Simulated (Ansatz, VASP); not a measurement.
Al2O3 in VASP and in Ansatz

INCAR

```
  ALGO = Normal
  EDIFF = 1E-6
  ENCUT = 520
  GGA = PE
  ISIF = 2
  ISMEAR = 0
  LASPH = True
  LCHARG = False
  LREAL = False
  LWAVE = False
  NBANDS = 35
  NELM = 80
  PREC = Accurate
  SIGMA = 0.05
```

KPOINTS

```
k-points
0
Gamma
  6 6 6
```

POSCAR

```
Al2O3
1.0
    2.4040892951      1.3880016017      4.3737619113
   -2.4040892951      1.3880016017      4.3737619113
    0.0000000000     -2.7760032034      4.3737619113
Al O
4 6
Direct
    0.8597505612      0.8597505612      0.8597505612
    0.6402494388      0.6402494388      0.6402494388
    0.1402494388      0.1402494388      0.1402494388
    0.3597505612      0.3597505612      0.3597505612
    0.0561574040      0.4438425960      0.7500000000
    0.7500000000      0.0561574040      0.4438425960
    0.4438425960      0.7500000000      0.0561574040
    0.9438425960      0.5561574040      0.2500000000
    0.2500000000      0.9438425960      0.5561574040
    0.5561574040      0.2500000000      0.9438425960
```

Input for Ansatz:

```yaml
crystal:
  lattice:
    - [2.4040892951, 1.3880016017, 4.3737619113]
    - [-2.4040892951, 1.3880016017, 4.3737619113]
    - [0.0, -2.7760032034, 4.3737619113]
  atoms:
    - { symbol: Al, position: [0.8597505612, 0.8597505612, 0.8597505612] }
    - { symbol: Al, position: [0.6402494388, 0.6402494388, 0.6402494388] }
    - { symbol: Al, position: [0.1402494388, 0.1402494388, 0.1402494388] }
    - { symbol: Al, position: [0.3597505612, 0.3597505612, 0.3597505612] }
    - { symbol: O, position: [0.056157404, 0.443842596, 0.75] }
    - { symbol: O, position: [0.75, 0.056157404, 0.443842596] }
    - { symbol: O, position: [0.443842596, 0.75, 0.056157404] }
    - { symbol: O, position: [0.943842596, 0.556157404, 0.25] }
    - { symbol: O, position: [0.25, 0.943842596, 0.556157404] }
    - { symbol: O, position: [0.556157404, 0.25, 0.943842596] }
basis:
  ecutwfc: 520.0
kpoints:
  mp_grid: { grid: [6, 6, 6] }
hamiltonian:
  xc: pbe
  pseudopotentials: { kind: paw, azcp: { folder: soft_1 } }
scf:
  occupations: { method: gaussian, width: 0.05 }
output:
  forces: true
  stress: true
  eigenvalues: true
```

Alike in both runs: task single point; functional PBE; k mesh 6 × 6 × 6; occupations gaussian, width 0.05 eV; no spin polarisation.

|  | VASP | Ansatz |
| --- | --- | --- |
| version | VASP 6.6.1 | Ansatz 0.2.0 |
| potentials or method | VASP PAW PBE potentials, release 64 (Al, O), cutoff 520 eV | scalar-relativistic, plane waves, PAW |
| valence electrons in the cell | 48 | 48 |

```csv
,VASP,Ansatz,Ansatz less VASP
gap on the k mesh at the Fermi level (eV),5.62,5.62,+0.004
least direct gap on the mesh (eV),5.62,5.62,+0.004
pressure (GPa),1.7,1.8,+0.08
"traceless stress, the component that is largest in VASP (GPa)",-4.04,-3.98,+0.065
rms of the force components (eV/Å),0.511,0.509,-0.0022
```

Atom by atom the forces differ by 0.002 eV/Å (rms over components).
